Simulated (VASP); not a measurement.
# HfSc: single point with LDA

The system is HfSc.

```
Hf Sc
1.0
     3.24012    0.00000    0.00000
    -1.62006    2.80603    0.00000
     0.00000    0.00000    5.10413
Hf Sc
1 1
Cartesian
  1.6201 0.9353 2.5521
  0.0000 1.8707 0.0000
```

```json
{"Program": "VASP 6.6.1", "Task": "single point", "Functional": "LDA", "Potentials or basis": "VASP PAW LDA potentials, release 64 (Hf_pv, Sc_sv)", "Cutoff": "520 eV", "k mesh": "10 × 10 × 6", "Occupations": "fermi-dirac, width 0.03 eV", "Spin": "collinear spin", "Starting moments": "[0.6, 1.0] μB", "Dipole correction": "no", "k mesh for the DOS": "15 × 15 × 9", "Occupations for the DOS": "tetrahedron", "Further INCAR settings": "ALGO = Normal; EDIFF = 1e-06; NBANDS = 22"}
```

| Property | Result |
| --- | --- |
| Net moment | 0.00 μB per cell |
| Valence electrons inside the program's atomic spheres | Hf 8.25; Sc 9.49 |

Levels at points of the mesh, in eV from the Fermi level:
Spin up:
| k point | band 7 | band 8 | band 9 | band 10 | band 11 | band 12 | band 13 | band 14 | band 15 | band 16 |
| --- | --- | --- | --- | --- | --- | --- | --- | --- | --- | --- |
| (0.00, 0.00, 0.00) | -27.37 | -6.16 | -2.50 | 0.86 | 1.49 | 1.49 | 1.77 | 2.11 | 2.11 | 2.52 |
Spin down:
```
           k point  band 7  band 8  band 9  band 10  band 11  band 12  band 13  band 14  band 15  band 16
(0.00, 0.00, 0.00)  -27.37   -6.16   -2.50     0.86     1.49     1.49     1.77     2.11     2.11     2.52
```

Wall time 120 s on 1 thread of AMD EPYC 9R45 (Zen 5) (shared host), peak memory 0.29 GiB.

Caveat: spin-orbit coupling is left out, which moves the levels of the heavy elements.
